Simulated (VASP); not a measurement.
The system is LiCl.

```xyz
2
Lattice="0.0000 2.6209 2.5560 2.5560 0.0000 2.5560 2.5560 2.6209 0.0000" Properties=species:S:1:pos:R:3 pbc="T T T"
Li    0.0000    0.0000    0.0000
Cl    2.5560    2.6209    2.5560
```

This cell differs from its parent crystal: uniaxial y strain +2.5%.

Base run:

- Program: VASP 6.6.1
- Functional: r2SCAN
- Potentials or basis: VASP PAW PBE potentials, release 64 (Li_sv, Cl)
- Cutoff: 520 eV
- k mesh: 8 × 8 × 8
- Occupations: gaussian, width 0.01 eV
- Spin: no spin polarisation

Its results: band gap on the k mesh 7.16 eV, direct.

Q: The run is repeated on the same cell with these changes: functional from r2SCAN to PBE; occupations from gaussian, width 0.01 eV to fermi-dirac, width 0.02 eV. What comes out?

A: Band gap on the k mesh 6.22 eV, direct.

A k mesh can miss the band edges.
